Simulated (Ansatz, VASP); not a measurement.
## BaNaBr3 in VASP and in Ansatz

```
Na Ba Br
1.0
     6.38578    0.00000    0.00000
     0.00000    6.38578    0.00000
     0.00000    0.00000    6.23834
Na Ba Br
1 1 3
Cartesian
  0.0000 0.0000 0.0000
  3.1929 3.1929 3.1192
  3.1929 3.1929 0.0000
  3.1929 0.0000 3.1192
  0.0000 3.1929 3.1192
```

Change from the starting cell: epitaxial_xy strain +2.0%.

Alike in both runs: task single point; functional HSE06; k mesh 2 × 2 × 2; no spin polarisation.

|  | VASP | Ansatz |
| --- | --- | --- |
| version | VASP 6.6.1 | Ansatz 0.2.0 |
| potentials or method | VASP PAW PBE potentials, release 64 (Na_pv, Ba_sv, Br) | plane waves, PAW |
| plane-wave cutoff (eV) | 520 | 420 |
| occupations | gaussian, width 0.01 eV | fixed |
| valence electrons in the cell | 38 | 40 |

|  | VASP | Ansatz | Ansatz less VASP |
| --- | --- | --- | --- |
| gap on the k mesh at the Fermi level (eV) | 3.94 | 3.94 | +0.004 |
| pressure (GPa) | -0.1 | -0.3 | -0.19 |
| traceless stress, the component that is largest in VASP (GPa) | 0.54 | 0.50 | -0.036 |

VASP's potentials hold 38 valence electrons a cell and Ansatz's 40, so a difference there can come from the potentials and not from the codes. Ansatz's warnings: stress exchange threshold loose, stress scf threshold loose.

The k mesh is coarse, so the values compare programs but aren't converged. Neither program's run includes spin-orbit coupling.
